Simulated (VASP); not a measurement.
Runs of VASP 6.6.1 on NbAs. The structure is that of space group I4_1md (No. 109), or close to it. The cells are those of the table. 

| task | cell | cutoff (eV) | gap on the mesh (eV) | pressure (GPa) | largest force (eV/Å) |
| --- | --- | --- | --- | --- | --- |
| electric field gradients | a = 6.244 Å, angles 148.4, 148.4, 45.4°, 4 atoms | 520 | none | 2.1 | 0.33 |
| electric field gradients | a = 6.308 Å, angles 148.4, 148.4, 45.4°, 4 atoms | 520 | none | -3.5 | 0.29 |
| electric field gradients | a = 6.222 Å, angles 147.8, 147.8, 46.2°, 4 atoms | 400 | none | (a) | 0.44 |
| single point | a = 6.244 Å, angles 148.4, 148.4, 45.4°, 4 atoms | 520 | none | 2.1 | 0.33 |
| electric field gradients | a = 6.287 Å, angles 148.4, 148.4, 45.4°, 4 atoms | 520 | none | -1.8 | 0.30 |

Alike in all rows: level LDA; potentials or basis VASP PAW LDA potentials, release 64 (Nb_sv, As); no spin polarisation; k mesh 15 × 15 × 15; smearing fermi-dirac 0.08 eV.

**Question.** Estimate the missing entries.

**Answer.** (a) -2.2.

Caveats: the cell stands under tension (at least some runs).

A k mesh can miss the band edges, and the runs leave out spin-orbit coupling on As, Nb.

A gap of «none» marks levels without a gap at the run's occupations.
